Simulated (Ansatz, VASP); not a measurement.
# Two plane-wave programs on AlN

File INCAR:

```
SYSTEM = AlN
ALGO = Normal
EDIFF = 1E-6
ENCUT = 600
GGA = PE
GGA_COMPAT = .FALSE.
ISIF = 2
ISMEAR = 0
LASPH = .TRUE.
LCHARG = .TRUE.
LELF = .TRUE.
LREAL = .FALSE.
LVHAR = .TRUE.
LWAVE = .FALSE.
NBANDS = 16
NELM = 120
PREC = Accurate
SIGMA = 0.05
```

Contents of KPOINTS:

```
k-points
0
G
  8 8 6
  0 0 0
```

File POSCAR:

```
AlN
1.0
    0.0000000000     -2.0353166207     -2.0353166207
    0.0000000000      2.0353166207     -2.0353166207
    4.0706332413      0.0000000000      0.0000000000
Al N
2 2
Direct
    0.5017581551      0.4982418449      0.0000000000
   -0.0017581551      0.0017581551      0.5000000000
    0.5093351569      0.4906648431      0.5000000000
   -0.0093351569      1.0093351569      0.0000000000
```

Input for Ansatz:

```yaml
crystal:
  lattice:
    - [0.0, -2.0353166207, -2.0353166207]
    - [0.0, 2.0353166207, -2.0353166207]
    - [4.0706332413, 0.0, 0.0]
  atoms:
    - { symbol: Al, position: [0.5017581551, 0.4982418449, 0.0] }
    - { symbol: Al, position: [-0.0017581551, 0.0017581551, 0.5] }
    - { symbol: "N", position: [0.5093351569, 0.4906648431, 0.5] }
    - { symbol: "N", position: [-0.0093351569, 1.0093351569, 0.0] }
basis:
  ecutwfc: 520.0
kpoints:
  mp_grid: { grid: [8, 8, 6] }
hamiltonian:
  xc: pbe
  pseudopotentials: { kind: paw }
scf:
  occupations: { method: gaussian, width: 0.05 }
output:
  forces: true
  stress: true
  eigenvalues: true
```

Change from the starting cell: mode 10 frozen in at -0.038 Å and mode 12 at +0.000 Å (largest displacements).

Alike in both runs: task single point; functional PBE; k mesh 8 × 8 × 6; occupations gaussian, width 0.05 eV; no spin polarisation.

|  | VASP | Ansatz |
| --- | --- | --- |
| version | VASP 6.6.1 | Ansatz 0.2.0 |
| potentials or method | VASP PAW PBE potentials, release 64 (Al, N), cutoff 600 eV | scalar-relativistic, plane waves, PAW |
| valence electrons in the cell | 16 | 16 |

Ansatz gave:

| Property | Result |
| --- | --- |
| gap on the k mesh at the Fermi level (eV) | 4.41 |
| least direct gap on the mesh (eV) | 4.44 |
| pressure (GPa) | 0.4 |
| traceless stress, the component that is largest in VASP (GPa) | 0.71 |
| rms of the force components (eV/Å) | 0.258 |

Estimate VASP's values.

gap on the k mesh at the Fermi level (eV): 4.38; least direct gap on the mesh (eV): 4.42; pressure (GPa): -0.1; traceless stress, the component that is largest in VASP (GPa): 0.71; rms of the force components (eV/Å): 0.258.

Atom by atom the forces differ by 0.001 eV/Å (rms over components). With one functional, cell and mesh, what is left measures potentials, basis and numerics.
